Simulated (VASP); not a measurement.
# CuO (P6_3/mmc) in VASP: a series of runs

CuO is run at these levels: PBEsol+U; tasks: single point.

All numbers are computed with VASP 6.6.1; they aren't measurements. Logs are shortened: lines on timing, memory, paths and dates and some standing lists are left out, and cuts for length are marked.

## 1. The cell of the first run

Symmetry: P6_3/mmc, No. 194, hexagonal system. The conventional cell has a = 3.180 Å, b = 3.180 Å, c = 4.431 Å, α = 90.00°, β = 90.00°, γ = 120.00°. Within 2.8 Å of Cu (site symmetry -3m) lie 6 O at 2.14 Å and 2 Cu at 2.22 Å. O (site symmetry -6m2) has 6 Cu at 2.14 Å and 6 O at 2.88 Å within 2.9 Å.

## 2. Single point, PBEsol+U, collinear spin

Input file INCAR:

```
PREC = Accurate
ENCUT = 520
EDIFF = 1E-6
ISMEAR = 0
SIGMA = 0.05
LREAL = False
LASPH = True
NELM = 150
ALGO = Normal
ISIF = 2
LWAVE = False
LCHARG = False
ISPIN = 2
MAGMOM = 1 1 0 0
LORBIT = 11
LMAXMIX = 4
LDAU = True
LDAUTYPE = 2
LDAUL = 2 -1
LDAUU = 2 0
LDAUJ = 0 0
LDAUPRINT = 1
GGA = PS
NBANDS = 29
```

Input file KPOINTS:

```
regular mesh
0
Gamma
  7 7 4
```

Input file POSCAR:

```
CuO
1.0
    3.1795331000      0.0000000000      0.0000000000
   -1.5897665500      2.7535564400      0.0000000000
    0.0000000000      0.0000000000      4.4314907300
Cu O
2 2
Direct
    0.0000000000      0.0000000000      0.0000000000
    0.0000000000      0.0000000000      0.5000000000
    0.3333333333      0.6666666667      0.2500000000
    0.6666666667      0.3333333333      0.7500000000
```

Potentials or basis: VASP PAW PBE potentials, release 64 (Cu, O).

Run with:

```
> cat potpaw_PBE.64/Cu/POTCAR potpaw_PBE.64/O/POTCAR > POTCAR
> mpirun -np 1 vasp_std > vasp.out
```

OUTCAR:

```text
PREC = Accurate
   ENCUT = 520
   EDIFF = 1E-6
   ISMEAR = 0
   LREAL = False
   LASPH = True
   NELM = 150
   ISIF = 2
   ISPIN = 2
   LORBIT = 11
   GGA = PS

 ion  position               nearest neighbor table
   1  0.000  0.000  0.000-   3 2.14   4 2.14   4 2.14   3 2.14   4 2.14   3 2.14   2 2.22   2 2.22

   2  0.000  0.000  0.500-   3 2.14   4 2.14   4 2.14   3 2.14   4 2.14   3 2.14   1 2.22   1 2.22

   3  0.333  0.667  0.250-   1 2.14   2 2.14   1 2.14   2 2.14   1 2.14   2 2.14
   4  0.667  0.333  0.750-   1 2.14   2 2.14   1 2.14   2 2.14   1 2.14   2 2.14

  LATTYP: Found a hexagonal cell.
 ALAT       =     3.1795331000
 C/A-ratio  =     1.3937551806

  Lattice vectors:

 A1 = (   3.1795331000,   0.0000000000,   0.0000000000)
 A2 = (  -1.5897665500,   2.7535564400,   0.0000000000)
 A3 = (   0.0000000000,   0.0000000000,   4.4314907300)

Analysis of symmetry for initial positions (statically):
=====================================================================
 Subroutine PRICEL returns:
 Original cell was already a primitive cell.

 Routine SETGRP: Setting up the symmetry group for a
 hexagonal supercell.

 Subroutine GETGRP returns: Found 24 space group operations
 (whereof 12 operations were pure point group operations)
 out of a pool of 24 trial point group operations.

The static configuration has the point symmetry D_3d.
 The point group associated with its full space group is D_6h.

Analysis of symmetry for dynamics (positions and initial velocities):
=====================================================================
 Subroutine PRICEL returns:
 Original cell was already a primitive cell.

 Routine SETGRP: Setting up the symmetry group for a
 hexagonal supercell.

 Subroutine GETGRP returns: Found 24 space group operations
 (whereof 12 operations were pure point group operations)
 out of a pool of 24 trial point group operations.

The dynamic configuration has the point symmetry D_3d.
 The point group associated with its full space group is D_6h.

Analysis of structural, dynamic, and magnetic symmetry:
=====================================================================
 Subroutine PRICEL returns:
 Original cell was already a primitive cell.

 Routine SETGRP: Setting up the symmetry group for a
 hexagonal supercell.
[... 214 lines left out ...]
  o =  0.9623  v =  0.0000  0.3577  0.0000  0.0000  0.9338  0.0000  0.0000  0.0000  0.0000  0.0000      0.0000  0.0000  0.0000  0.0000  0.0000  0.0000  0.0000  0.0000  0.0000  0.0000
  o =  0.9647  v = -0.3577 -0.0000  0.0000  0.9338  0.0000  0.0000  0.0000  0.0000  0.0000  0.0000      0.0000  0.0000  0.0000  0.0000  0.0000  0.0000  0.0000  0.0000  0.0000  0.0000
  o =  0.9647  v =  0.0000 -0.9338  0.0000 -0.0000  0.3577  0.0000  0.0000  0.0000  0.0000  0.0000      0.0000  0.0000  0.0000  0.0000  0.0000  0.0000  0.0000  0.0000  0.0000  0.0000

 number of electron      34.0000021 magnetization       1.4071279

 Free energy of the ion-electron system (eV)
  ---------------------------------------------------
  ext. energy  EPLUGINS =         0.00000000
  ---------------------------------------------------
  free energy    TOTEN  =       -18.57229755 eV

  energy without entropy =      -18.56930218  energy(sigma->0) =      -18.57079986

 E-fermi :   5.2137     XC(G=0): -12.4661

 val. band max:        5.2019355000   @ k =   0.1429  -0.0000   0.2500
 cond. band min:       5.2683295164   @ k =   0.1429   0.1429   0.0000
 fundamental gap:      0.0663940164
 Fermi energy:         5.2137123304

 spin component 1

 k-point     1 :       0.0000    0.0000    0.0000
  band No.  band energies     occupation
      1     -13.8787      1.00000
      2     -12.3217      1.00000
      3      -1.3190      1.00000
      4      -0.4308      1.00000
      5      -0.4308      1.00000
      6       0.5694      1.00000
[... 757 lines left out ...]
     28      24.9906      0.00000
     29      27.5641      0.00000
 Fermi energy:         5.2137123304

 spin component 2

 k-point     1 :       0.0000    0.0000    0.0000
  band No.  band energies     occupation
      1     -13.4112      1.00000
      2     -11.7699      1.00000
      3      -0.9953      1.00000
      4       0.2388      1.00000
      5       0.2388      1.00000
      6       0.8216      1.00000
[... 757 lines left out ...]
     28      25.0651      0.00000
     29      27.6585      0.00000

------------------------ aborting loop because EDIFF is reached ----------------------------------------

  FORCE on cell =-STRESS in cart. coord.  units (eV):
  Direction    XX          YY          ZZ          XY          YZ          ZX
  --------------------------------------------------------------------------------------
  -------------------------------------------------------------------------------------
  Total       -4.4326504     -4.4326504      6.3008526      0.0000000      0.0000000     -0.0000000
  in kB     -183.0488004   -183.0488008    260.1972613      0.0000000      0.0000000     -0.0000000
  external PRESSURE =     -35.3001133 kB  Pullay stress =       0.0000000 kB

 VOLUME and BASIS-vectors are now :
 -----------------------------------------------------------------------------
  energy-cutoff  :      520.00
  volume of cell :       38.80
      direct lattice vectors                 reciprocal lattice vectors
     3.179533100  0.000000000  0.000000000     0.314511587  0.181583349  0.000000000
    -1.589766550  2.753556440  0.000000000     0.000000000  0.363166698  0.000000000
     0.000000000  0.000000000  4.431490730     0.000000000  0.000000000  0.225657699

 POSITION                                       TOTAL-FORCE (eV/Angst)
 -----------------------------------------------------------------------------------
      0.00000      0.00000      0.00000         0.000000      0.000000     -0.000000
      0.00000      0.00000      2.21575         0.000000      0.000000     -0.000000
     -0.00000      1.83570      1.10787        -0.000000      0.000000      0.000000
      1.58977      0.91785      3.32362         0.000000      0.000000     -0.000000
 -----------------------------------------------------------------------------------
    total drift:                               -0.000000      0.000000      0.000000

  FREE ENERGIE OF THE ION-ELECTRON SYSTEM (eV)
  ---------------------------------------------------
  free  energy   TOTEN  =       -18.5722975456 eV

  energy  without entropy=      -18.5693021833  energy(sigma->0) =      -18.57079986

 total charge

# of ion       s       p       d       tot
------------------------------------------
    1        0.346   0.368   9.215   9.929
    2        0.346   0.368   9.215   9.929
    3        1.576   3.288   0.000   4.864
    4        1.576   3.288   0.000   4.864
--------------------------------------------------
tot          3.844   7.311  18.429  29.585

 magnetization (x)

# of ion       s       p       d       tot
------------------------------------------
    1       -0.010  -0.004   0.383   0.369
    2       -0.010  -0.004   0.383   0.369
    3        0.005   0.297   0.000   0.303
    4        0.005   0.297   0.000   0.303
--------------------------------------------------
tot         -0.009   0.587   0.766   1.344
```

stdout:

```text
POSCAR found type information on POSCAR CuO
 POSCAR found :  2 types and       4 ions
 scaLAPACK will be used
 -----------------------------------------------------------------------------
|                                                                             |
|                                                                             |
|     You enforced a specific xc type in the INCAR file but a different       |
|     I HOPE YOU KNOW WHAT YOU ARE DOING!                                     |
|                                                                             |
 -----------------------------------------------------------------------------

 LDA part: xc-table for (Slater+PW92), standard interpolation
 POSCAR, INCAR and KPOINTS ok, starting setup
 FFT: planning ... GRIDC
 FFT: planning ... GRID_SOFT
 FFT: planning ... GRID
 WAVECAR not read
 entering main loop
```

It took 49 s on 1 thread of Intel Xeon 8259CL, shared host; peak memory 0.19 GiB.

What came out:

```
Free energy                                           : -18.5723 eV
Pressure                                              : -3.5 GPa
Net moment                                            : 1.41 μB per cell
Site moments                                          : Cu +0.37; O +0.30 μB
Valence electrons inside the program's atomic spheres : Cu 9.93; O 4.86
```

Levels at points of the mesh, in eV from the Fermi level:
Spin up:
| k point | band 16 | band 17 | band 18 | band 19 | band 20 | band 21 |
| --- | --- | --- | --- | --- | --- | --- |
| (0.00, 0.00, 0.00) | -0.48 | 0.26 | 0.26 | 1.60 | 5.29 | 11.47 |
| (0.00, 0.00, 0.50) | -0.47 | -0.47 | -0.47 | 4.31 | 4.31 | 14.02 |
Spin down:
```
           k point  band 14  band 15  band 16  band 17  band 18  band 19
(0.00, 0.00, 0.00)    -1.28    -0.97    -0.10     1.09     1.09     1.79
(0.00, 0.00, 0.50)    -2.22     0.35     0.35     0.35     0.35     4.60
```

Eigenvalues of the final occupation matrices:
| site | spin | trace | eigenvalues |
| --- | --- | --- | --- |
| site 1 d | 1 | 4.81 | 0.96 0.96 0.96 0.96 0.96 |
| site 1 d | 2 | 4.43 | 0.78 0.78 0.94 0.96 0.96 |
| site 2 d | 1 | 4.81 | 0.96 0.96 0.96 0.96 0.96 |
| site 2 d | 2 | 4.43 | 0.78 0.78 0.94 0.96 0.96 |

Caveat: the cell stands under tension; the PAW data sets were made with another functional, which shifts forces and pressure a little.

(Continued in part 2 of 2.)
